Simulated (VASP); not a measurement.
A run of VASP 6.6.1 is set up as follows.

Contents of INCAR:

```
ALGO = Fast ; EDIFF = 1E-6
ENCUT = 520 ; GGA = PE
ISIF = 2 ; ISMEAR = 0
IVDW = 12 ; LASPH = T
LCHARG = T ; LELF = T
LREAL = F ; LVHAR = T
LWAVE = F ; NBANDS = 10
NELM = 60 ; PREC = Accurate
SIGMA = 0.15
```

The input KPOINTS:

```
k-points
0
Gamma
  18 18 10
```

The input POSCAR:

```
Al
1.0
    2.8405799050      0.0000000000      0.0000000000
   -1.4202899525      2.4113012036      0.0000000000
    0.0000000000      0.0000000000      4.8668500000
Al
2
Direct
    0.6666666667      0.3333333333      0.7500000000
    0.3333333333      0.6666666667      0.2500000000
```

Potentials or basis: VASP PAW PBE potentials, release 64 (Al).

Command:

```sh
$ cat potpaw_PBE.64/Al/POTCAR > POTCAR
$ mpirun -np 1 vasp_std > vasp.out
```

(1) Predict the band gap on the k mesh.

(2) Estimate the dispersion energy per atom.

Answers

(1) zero (band 3 reaches 11.55 eV, above the bottom of band 4 at 4.74 eV).

(2) -0.333 eV.

Caveat: the cell differs from its parent crystal (strain +0.0100 x Voigt [1, -1, 0, 0, 0, 0]).
